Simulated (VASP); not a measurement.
# GeCN2 (R-3m) in VASP: notebook

Aim: see how the results for GeCN2 move with the level of theory and the settings. Levels: PBEsol+D3(BJ), PBEsol, PBE-based global hybrid. Tasks: single point, relaxation of cell and atoms.

All numbers are computed with VASP 6.6.1; they aren't measurements. Logs are shortened: lines on timing, memory, paths and dates and some standing lists are left out, and cuts for length are marked.

**1. The cell of the first run**

Symmetry: R-3m, No. 166, trigonal system. Conventional cell: a = 3.576 Å, b = 3.576 Å, c = 14.794 Å, α = 90.00°, β = 90.00°, γ = 120.00°. Within 3.2 Å of Ge (site symmetry -3m) lie 6 N at 2.40 Å. N (site symmetry 3m) has 1 C at 1.24 Å within 1.7 Å. C (site symmetry -3m) has 2 N at 1.24 Å within 1.7 Å.

**2. Single point, PBEsol+D3(BJ)**

Contents of INCAR:

```
ALGO     = Normal         # electronic algorithm
EDIFF    = 1E-6           # SCF threshold, eV
ENCUT    = 520            # plane-wave cutoff, eV
GGA      = PS             # functional
ISIF     = 2              # what is computed and relaxed
ISMEAR   = -1             # smearing method
IVDW     = 12             # dispersion correction
LASPH    = True           # aspherical terms in the spheres
LCHARG   = True           # write CHGCAR
LELF     = True           # ELF
LREAL    = False          # projectors in reciprocal space
LVHAR    = True         
LWAVE    = False          # write WAVECAR
NBANDS   = 22             # bands
NELM     = 80             # most SCF steps
PREC     = Accurate       # precision mode
SIGMA    = 0.05           # smearing width, eV
```

Contents of KPOINTS:

```
k-points
0
Gamma
  9 9 9
```

Contents of POSCAR:

```
GeCN2
1.0
    1.7877798000      1.0321751488      4.9314818024
   -1.7877798000      1.0321751488      4.9314818024
    0.0000000000     -2.0643502976      4.9314818024
Ge N C
1 2 1
Direct
    0.0000000000      0.0000000000      0.0000000000
    0.5835029867      0.5835029867      0.5835029867
    0.4164970133      0.4164970133      0.4164970133
    0.5000000000      0.5000000000      0.5000000000
```

Potentials or basis: VASP PAW PBE potentials, release 64 (Ge_d, N, C).

Run with:

```sh
cat potpaw_PBE.64/Ge_d/POTCAR potpaw_PBE.64/N/POTCAR potpaw_PBE.64/C/POTCAR > POTCAR
mpirun -np 1 vasp_std > vasp.out
```

OUTCAR:

```text
EDIFF = 1E-6
   ENCUT = 520
   GGA = PS
   ISIF = 2
   ISMEAR = -1
   IVDW = 12
   LASPH = True
   LREAL = False
   NELM = 80
   PREC = Accurate
 IVDW          = 12

 ion  position               nearest neighbor table
   1  0.000  0.000  0.000-
   2  0.584  0.584  0.584-   4 1.24
   3  0.416  0.416  0.416-   4 1.24
   4  0.500  0.500  0.500-   2 1.24   3 1.24

  LATTYP: Found a trigonal (rhomboedric) cell.
 ALAT       =     5.3461252247
 COS(alpha) =     0.7763443916

  Lattice vectors:

 A1 = (   1.7877798000,   1.0321751488,   4.9314818024)
 A2 = (  -1.7877798000,   1.0321751488,   4.9314818024)
 A3 = (   0.0000000000,  -2.0643502976,   4.9314818024)

Analysis of symmetry for initial positions (statically):
=====================================================================
 Subroutine PRICEL returns:
 Original cell was already a primitive cell.

 Routine SETGRP: Setting up the symmetry group for a
 trigonal (rhombohedral) supercell.

 Subroutine GETGRP returns: Found 12 space group operations
 (whereof 12 operations were pure point group operations)
 out of a pool of 12 trial point group operations.

The static configuration has the point symmetry D_3d.

Analysis of symmetry for dynamics (positions and initial velocities):
=====================================================================
 Subroutine PRICEL returns:
 Original cell was already a primitive cell.

 Routine SETGRP: Setting up the symmetry group for a
 trigonal (rhombohedral) supercell.

 Subroutine GETGRP returns: Found 12 space group operations
 (whereof 12 operations were pure point group operations)
 out of a pool of 12 trial point group operations.

The dynamic configuration has the point symmetry D_3d.

 Subroutine INISYM returns: Found 12 space group operations
 (whereof 12 operations are pure point group operations),
 and found     1 'primitive' translations

----------------------------------------------------------------------------------------

                                     Primitive cell

  volume of cell :      54.6004

  direct lattice vectors                    reciprocal lattice vectors
     1.787779800  1.032175149  4.931481802     0.279676502  0.161471303  0.067592936
[... 86 lines left out ...]
   LSORBIT =      F    spin-orbit coupling
   LASPH  =      T    aspherical Exc in radial PAW
   ENCUT  =  520.0 eV  38.22 Ry    6.18 a.u.   9.94  9.94  9.94*2*pi/ulx,y,z
   NELM   =     80;   NELMIN=  2; NELMDL= -5     # of ELM steps
   EDIFF  = 0.1E-05   stopping-criterion for ELM
   LREAL  =      F    real-space projection
   EDIFFG = 0.1E-04   stopping-criterion for IOM
   NSW    =      0    number of steps for IOM
   IBRION =     -1    ionic relax: 0-MD 1-quasi-New 2-CG
   NFREE  =      0    steps in history (QN), initial steepest desc. (CG)
   ISIF   =      2    stress and relaxation
   ISYM   =      2    0-nonsym 1-usesym 2-fastsym
   POTIM  = 0.5000    time-step for ionic-motion
   TEBEG  =    0.0;   TEEND  =   0.0 temperature during run
   PSTRESS=    0.0 pullay stress
   NELECT =      28.0000    total number of electrons
   NUPDOWN=      -1.0000    fix difference up-down
   EMIN   =  10.00;   EMAX   =-10.00  energy-range for DOS
   EFERMI =   0.00;   METHOD = LEGACY
   ISMEAR =    -1;   SIGMA  =   0.05  broadening in eV -4-tet -1-fermi 0-gaus
   EFERMI_NEDOS =   21; number of points for ismear=-14 and -15
   IALGO  =     38    algorithm
   IMIX   =      4    mixing-type and parameters
     AMIX     =   0.40;   BMIX     =  1.00
     AMIX_MAG =   1.60;   BMIX_MAG =  1.00
  volume/ion in A,a.u.               =      13.65        92.12
  Fermi-wavevector in a.u.,A,eV,Ry     =   1.310375  2.476249 23.362314  1.717082
  Thomas-Fermi vector in A             =   2.440909
   LORBIT       =      0    0 simple, 1 ext, 2 COOP (PROOUT), +10 PAW based schemes
   GGA     = PS    functional components
   LHFCALC =     F    Hartree Fock is set to
   AEXX    =    0.0000 exact exchange contribution
   IVDW    =    12    specifies the selected vdW correction
   LEPSILON=     F    determine dielectric tensor
   LRPA    =     F    only Hartree local field effects (RPA)
 non-spin polarized calculation
  energy-cutoff  :      520.00
  volume of cell :       54.60
 maximum number of plane-waves:      1494
   NGX = 19   NGY = 19   NGZ = 19

 number of electron      28.0000005 magnetization

 Free energy of the ion-electron system (eV)
  ---------------------------------------------------
  ext. energy  EPLUGINS =         0.00000000
  ---------------------------------------------------
  free energy    TOTEN  =       -30.59774279 eV

  energy without entropy =      -30.59774228  energy(sigma->0) =      -30.59774253

 E-fermi :   4.0117     XC(G=0):  -9.9380

 val. band max:        3.4454692027   @ k =  -0.4444  -0.4444   0.2222
 cond. band min:       4.4862963284   @ k =   0.4444   0.4444   0.4444
 fundamental gap:      1.0408271257
 Fermi energy:         4.0117200087

 k-point     1 :       0.0000    0.0000    0.0000
  band No.  band energies     occupation
      1     -21.1714      2.00000
      2     -21.1676      2.00000
      3     -21.1676      2.00000
      4     -21.1572      2.00000
      5     -21.1572      2.00000
      6     -15.7862      2.00000
[... 589 lines left out ...]
     21      12.5538      0.00000
     22      15.4384      0.00000

 [... further k-points ...]

------------------------ aborting loop because EDIFF is reached ----------------------------------------

 Edisp (eV)   -0.53334

 E8    (eV) :    -0.2998

  FORCE on cell =-STRESS in cart. coord.  units (eV):
  Direction    XX          YY          ZZ          XY          YZ          ZX
  --------------------------------------------------------------------------------------
  -------------------------------------------------------------------------------------
  Total       0.03213     0.03213     0.33288     0.00000    -0.00000     0.00000
  in kB       0.94268     0.94268     9.76780     0.00000    -0.00000     0.00000
  external pressure =        3.88 kB  Pullay stress =        0.00 kB

 VOLUME and BASIS-vectors are now :
 -----------------------------------------------------------------------------
  energy-cutoff  :      520.00
  volume of cell :       54.60
      direct lattice vectors                 reciprocal lattice vectors
     1.787779800  1.032175149  4.931481802     0.279676502  0.161471303  0.067592936
    -1.787779800  1.032175149  4.931481802    -0.279676502  0.161471303  0.067592936
     0.000000000 -2.064350298  4.931481802     0.000000000 -0.322942607  0.067592936

 POSITION                                       TOTAL-FORCE (eV/Angst)
 -----------------------------------------------------------------------------------
      0.00000      0.00000      0.00000         0.000000      0.000000      0.000000
      0.00000      0.00000      8.63260         0.000000      0.000000      0.093429
      0.00000      0.00000      6.16184         0.000000     -0.000000     -0.093429
      0.00000      0.00000      7.39722        -0.000000      0.000000      0.000000
 -----------------------------------------------------------------------------------
    total drift:                               -0.000000      0.000000      0.000000

  FREE ENERGIE OF THE ION-ELECTRON SYSTEM (eV)
  ---------------------------------------------------
  free  energy   TOTEN  =       -31.1310846687 eV

  energy  without entropy=      -31.1310841665  energy(sigma->0) =      -31.13108442
```

Run time: 62 s. Hardware: 1 thread of Intel Xeon 6975P-C (Granite Rapids), shared host; peak memory 0.3 GiB.

What came out:

- Free energy: -31.1311 eV
- Pressure: 0.4 GPa
- Largest force: 0.093 eV/Å
- Band gap on the k mesh: 1.04 eV, indirect (least direct gap 1.83 eV)
- Dispersion energy per atom: -0.133 eV

Forces on the atoms (eV/Å):
```
Ge   0.000  0.000  0.000
N    0.000  0.000  0.093
N    0.000  0.000 -0.093
C    0.000  0.000  0.000
```

Stress tensor (GPa, compression positive):
```
0.09 0.00 0.00
0.00 0.09 0.00
0.00 0.00 0.98
```

Caveat: three body term missing; the PAW data sets were made with another functional, which shifts forces and pressure a little.

**3. Single point, PBEsol+D3(BJ)**

This run uses another cell than the first one, of 13.72 Å³/atom, 1.005 times its volume.

Contents of INCAR:

```
PREC = Accurate
ENCUT = 520
EDIFF = 1E-7
ISMEAR = -1
SIGMA = 0.05
LREAL = False
LASPH = True
NELM = 80
ALGO = Normal
ISIF = 2
LWAVE = False
LCHARG = False
GGA = PS
IVDW = 12
NBANDS = 22
```

Contents of KPOINTS:

```
Automatic mesh
0
Gamma
  9 9 9
```

Contents of POSCAR:

```
GeCN2
1.0
    1.7937903697      1.0356453528      4.9219572124
   -1.7937903697      1.0356453528      4.9219572124
    0.0000000000     -2.0712907056      4.9219572124
Ge N C
1 2 1
Direct
    0.0000000000      0.0000000000      0.0000000000
    0.5839044000      0.5839044000      0.5839044000
    0.4160956000      0.4160956000      0.4160956000
    0.5000000000      0.5000000000      0.5000000000
```

Potentials or basis: VASP PAW PBE potentials, release 64 (Ge_d, N, C).

Run with:

```sh
cat potpaw_PBE.64/Ge_d/POTCAR potpaw_PBE.64/N/POTCAR potpaw_PBE.64/C/POTCAR > POTCAR
mpirun -np 1 vasp_std > vasp.out
```

It took 58 s on 1 thread of Intel Xeon 6975P-C (Granite Rapids), shared host; peak memory 0.3 GiB.

The run converged. Its results:

```
Free energy                : -31.1305 eV
Pressure                   : -0.4 GPa
Largest force              : 0.198 eV/Å
Band gap on the k mesh     : 1.00 eV, indirect (least direct gap 1.82 eV)
Dispersion energy per atom : -0.134 eV
```

Forces in eV/Å, atoms in the order of the input:
```
Ge   0.000  0.000  0.000
N    0.000  0.000 -0.198
N    0.000  0.000  0.198
C    0.000  0.000  0.000
```

Stress tensor (GPa, compression positive):
```
-0.19  0.00  0.00
 0.00 -0.19  0.00
 0.00  0.00 -0.91
```

Levels at points of the mesh, in eV from the valence-band top:
| k point | band 11 | band 12 | band 13 | band 14 | band 15 | band 16 | band 17 | band 18 |
| --- | --- | --- | --- | --- | --- | --- | --- | --- |
| (0.00, 0.00, 0.00) | -5.18 | -2.07 | -1.88 | -1.88 | 2.46 | 3.24 | 3.24 | 4.92 |

Caveat: three body term missing; the PAW data sets were made with another functional, which shifts forces and pressure a little. A k mesh can miss the band edges.

**4. Relaxation of cell and atoms, PBEsol**

This run uses another cell than the first one, of 13.72 Å³/atom, 1.005 times its volume.

Contents of INCAR:

```
SYSTEM = GeCN2
ALGO = Normal
EDIFF = 1E-6
EDIFFG = -0.01
ENCUT = 600
GGA = PS
IBRION = 2
ISIF = 3
ISMEAR = -1
LASPH = .True.
LCHARG = .False.
LREAL = .False.
LWAVE = .False.
NELM = 100
NSW = 60
PREC = Accurate
SIGMA = 0.05
```

Contents of KPOINTS:

```
k-points
0
Gamma
  9 9 9
  0 0 0
```

POSCAR is that of step 3.

Run with:

```sh
cat potpaw_PBE.64/Ge_d/POTCAR potpaw_PBE.64/N/POTCAR potpaw_PBE.64/C/POTCAR > POTCAR
mpirun -np 1 vasp_std > vasp.out
```

Run time: 12 min. Hardware: 1 thread of Intel Xeon 6975P-C (Granite Rapids), shared host; peak memory 0.4 GiB.

Results (log left out):

| Quantity | Value |
| --- | --- |
| Free energy | -30.6358 eV |
| Relaxed volume | 12.95 Å³/atom |
| Relaxed cell | a = 5.292 Å, b = 5.292 Å, c = 5.292 Å, α = 38.58°, β = 38.58°, γ = 38.58° |
| Space group after relaxing (to 0.05 Å) | R-3m (No. 166) |
| Energy gained by relaxing | 8.8 meV/atom |
| Ionic steps | 17 |
| Pressure after relaxing | -0.1 GPa |
| Largest force after relaxing | 0.006 eV/Å |
| Band gap on the k mesh | 0.93 eV, indirect (least direct gap 1.65 eV) |

Forces in eV/Å, atoms in the order of the input:
```
Ge   0.000  0.000  0.000
N    0.000  0.000  0.006
N    0.000  0.000 -0.006
C    0.000  0.000  0.000
```

Step by step:
| step | energy change (eV) | largest force (eV/Å) | pressure (GPa) | volume (Å³) |
| --- | --- | --- | --- | --- |
| 1 | 0.0000 | 0.1846 | -3.30 | 54.86 |
| 2 | -0.0284 | 0.4667 | 0.30 | 52.65 |
| 3 | -0.0291 | 0.5156 | 0.70 | 52.27 |
| 4 | -0.0172 | 1.1364 | -1.91 | 51.46 |
| 5 | -0.0336 | 0.0703 | 0.12 | 52.00 |
| 6 | -0.0336 | 0.0523 | -0.08 | 52.01 |
| 7 | -0.0340 | 0.0433 | 0.01 | 51.99 |
| 8 | -0.0349 | 0.0130 | -0.12 | 51.92 |
| 9 | -0.0350 | 0.0502 | -0.11 | 51.79 |
| 10 | -0.0352 | 0.0249 | -0.02 | 51.84 |
| 11 | -0.0351 | 0.1041 | -0.35 | 51.83 |
| 12 | -0.0352 | 0.0005 | -0.16 | 51.84 |
| 13 | -0.0352 | 0.0256 | -0.07 | 51.80 |
| 14 | -0.0352 | 0.0164 | -0.16 | 51.82 |
| 15 | -0.0352 | 0.0201 | -0.10 | 51.81 |
| 16 | -0.0353 | 0.0176 | 0.02 | 51.78 |
| 17 | -0.0353 | 0.0062 | -0.06 | 51.79 |

Final structure:
```xyz
4
Lattice="1.7482 1.0093 4.8916 -1.7482 1.0093 4.8916 0.0000 -2.0187 4.8916" Properties=species:S:1:pos:R:3 pbc="T T T"
Ge    0.0000    0.0000    0.0000
N     0.0000    0.0000    8.5766
N     0.0000    0.0000    6.0984
C     0.0000    0.0000    7.3375
```

Levels at points of the mesh, in eV from the valence-band top:
```tsv
k point	band 12	band 13	band 14	band 15	band 16	band 17
(0.00, 0.00, 0.00)	-2.21	-2.21	-1.87	2.46	3.21	3.21
```

Caveat: the PAW data sets were made with another functional, which shifts forces and pressure a little.

**5. Relaxation of cell and atoms, PBEsol+D3(BJ)**

This run uses another cell than the first one, of 13.72 Å³/atom, 1.005 times its volume.

Contents of INCAR:

```
PREC     = Accurate       # precision mode
ENCUT    = 600            # plane-wave cutoff, eV
EDIFF    = 1E-7           # SCF threshold, eV
ISMEAR   = -1             # smearing method
SIGMA    = 0.05           # smearing width, eV
LREAL    = F              # projectors in reciprocal space
LASPH    = T              # aspherical terms in the spheres
NELM     = 100            # most SCF steps
ALGO     = Normal         # electronic algorithm
ISIF     = 3              # what is computed and relaxed
LWAVE    = F              # write WAVECAR
LCHARG   = F              # write CHGCAR
GGA      = PS             # functional
IVDW     = 12             # dispersion correction
IBRION   = 2              # ionic algorithm
NSW      = 60             # ionic steps
EDIFFG   = -0.01          # ionic threshold
```

Contents of KPOINTS:

```
Automatic mesh
0
Gamma
  9 9 9
```

POSCAR is that of step 4.

Run with:

```sh
cat potpaw_PBE.64/Ge_d/POTCAR potpaw_PBE.64/N/POTCAR potpaw_PBE.64/C/POTCAR > POTCAR
mpirun -np 1 vasp_std > vasp.out
```

It took 5.6 min on 1 thread of Intel Xeon 6975P-C (Granite Rapids), shared host; peak memory 0.41 GiB.

The run converged. Its results:

```yaml
Free_energy: -31.1365 eV
Relaxed_volume: 13.67 Å³/atom
Relaxed_cell: a = 5.348 Å, b = 5.348 Å, c = 5.348 Å, α = 39.07°, β = 39.07°, γ = 39.07°
Space_group_after_relaxing_to_0.05_Å: R-3m (No. 166)
Energy_gained_by_relaxing: 0.3 meV/atom
Ionic_steps: 6
Pressure_after_relaxing: 0.0 GPa
Largest_force_after_relaxing: 0.004 eV/Å
Band_gap_on_the_k_mesh: 1.04 eV, indirect (least direct gap 1.84 eV)
Dispersion_energy_per_atom: -0.133 eV
```

Forces on the atoms (eV/Å):
```
Ge   0.000  0.000  0.000
N    0.000  0.000 -0.004
N    0.000  0.000  0.004
C    0.000  0.000  0.000
```

Stress tensor (GPa, compression positive):
```
-0.05  0.00  0.00
 0.00 -0.05  0.00
 0.00  0.00  0.08
```

The path:
| step | energy change (eV) | largest force (eV/Å) | pressure (GPa) | volume (Å³) |
| --- | --- | --- | --- | --- |
| 1 | 0.0000 | 0.2027 | -0.52 | 54.86 |
| 2 | 0.0130 | 1.0411 | 2.64 | 54.51 |
| 3 | -0.0004 | 0.0196 | -0.04 | 54.81 |
| 4 | -0.0004 | 0.0161 | -0.05 | 54.81 |
| 5 | -0.0007 | 0.0135 | -0.02 | 54.76 |
| 6 | -0.0010 | 0.0043 | -0.01 | 54.66 |

Final structure:
```
Ge N C
1.0
     1.78839    1.03253    4.93357
    -1.78839    1.03253    4.93357
     0.00000   -2.06506    4.93357
Ge N C
1 2 1
Direct
  0.00000 0.00000 0.00000
  0.58355 0.58355 0.58355
  0.41645 0.41645 0.41645
  0.50000 0.50000 0.50000
```

Levels at points of the mesh, in eV from the valence-band top:
| k point | band 11 | band 12 | band 13 | band 14 | band 15 | band 16 | band 17 | band 18 |
| --- | --- | --- | --- | --- | --- | --- | --- | --- |
| (0.00, 0.00, 0.00) | -5.19 | -2.03 | -1.87 | -1.87 | 2.50 | 3.28 | 3.28 | 4.92 |

Caveat: the PAW data sets were made with another functional, which shifts forces and pressure a little.

**6. Single point, PBE-based global hybrid**

This run uses another cell than the first one, of 13.72 Å³/atom, 1.005 times its volume.

POSCAR is that of step 5.

Contents of INCAR.step1:

```
PREC = Accurate
ENCUT = 520
EDIFF = 1E-5
ISMEAR = -1
SIGMA = 0.05
LREAL = F
LASPH = T
NELM = 100
ALGO = Normal
ISIF = 2
LWAVE = T
LCHARG = F
NBANDS = 22
GGA = PE
KPAR = 4
```

Contents of INCAR.step2:

```
PREC = Accurate
ENCUT = 520
EDIFF = 1E-6
ISMEAR = -1
SIGMA = 0.05
LREAL = F
LASPH = T
NELM = 100
ALGO = Normal
ISIF = 2
LWAVE = F
LCHARG = F
GGA = PE
LHFCALC = T
AEXX = 0.5
PRECFOCK = Normal
NBANDS = 22
ISTART = 1
KPAR = 4
```

Contents of KPOINTS:

```
regular mesh
0
Gamma
  5 5 5
```

Potentials or basis: VASP PAW PBE potentials, release 64 (Ge_d, N, C).

Run with:

```sh
cat potpaw_PBE.64/Ge_d/POTCAR potpaw_PBE.64/N/POTCAR potpaw_PBE.64/C/POTCAR > POTCAR
cp INCAR.step1 INCAR
mpirun -np 4 vasp_std > vasp.out
cp INCAR.step2 INCAR
mpirun -np 4 vasp_std > vasp.out
```

It took 48 min on 4 MPI ranks of AMD EPYC 7R43 (Zen 3), shared host; peak memory 0.24 GiB.

It converged, with:

| Property | Result |
| --- | --- |
| Free energy | -45.0185 eV |
| Pressure | -6.2 GPa |
| Largest force | 1.661 eV/Å |
| Band gap on the k mesh | 4.23 eV, indirect (least direct gap 5.21 eV) |

Forces in eV/Å, atoms in the order of the input:
```
Ge   0.000  0.000  0.000
N    0.000  0.000 -1.661
N    0.000  0.000  1.661
C    0.000  0.000  0.000
```

Stress tensor (GPa, compression positive):
```
 -1.49   0.00   0.00
  0.00  -1.49   0.00
  0.00   0.00 -15.49
```

Levels at points of the mesh, in eV from the valence-band top:
```tsv
k point	band 11	band 12	band 13	band 14	band 15	band 16	band 17	band 18
(0.00, 0.00, 0.00)	-6.55	-2.44	-2.44	-2.30	5.80	6.76	6.76	8.36
```

Caveat: the PAW data sets were made with another functional, which shifts forces and pressure a little.

**7. The runs side by side**

| task | level | cell | k mesh | cutoff (eV) | grid for exact exchange (PRECFOCK) | share of exact exchange | gap on the mesh (eV) | pressure (GPa) | relaxed volume (Å³/atom) | largest force (eV/Å) |
| --- | --- | --- | --- | --- | --- | --- | --- | --- | --- | --- |
| single point | PBEsol+D3(BJ) | a = 5.346 Å, angles 39.1°, 4 atoms | 9 × 9 × 9 | 520 | - | - | 1.04 | 0.4 | - | 0.09 |
| single point | PBEsol+D3(BJ) | a = 5.340 Å, angles 39.3°, 4 atoms | 9 × 9 × 9 | 520 | - | - | 1.00 | -0.4 | - | 0.20 |
| relaxation of cell and atoms | PBEsol | relaxed from a = 5.340 Å, angles 39.3°, 4 atoms | 9 × 9 × 9 | 600 | - | - | 0.93 | -0.1 | 12.95 | 0.01 |
| relaxation of cell and atoms | PBEsol+D3(BJ) | relaxed from a = 5.340 Å, angles 39.3°, 4 atoms | 9 × 9 × 9 | 600 | - | - | 1.04 | 0.0 | 13.67 | - |
| single point | PBE-based global hybrid | a = 5.340 Å, angles 39.3°, 4 atoms | 5 × 5 × 5 | 520 | Normal | 0.5 | 4.23 | -6.2 | - | 1.66 |

Alike in all rows: potentials or basis VASP PAW PBE potentials, release 64 (Ge_d, N, C); no spin polarisation; smearing fermi-dirac 0.05 eV.

Caveats: the PAW data sets were made with another functional, which shifts forces and pressure a little; three body term missing (some runs).

Absolute energies hang on the potentials; compare differences alone.
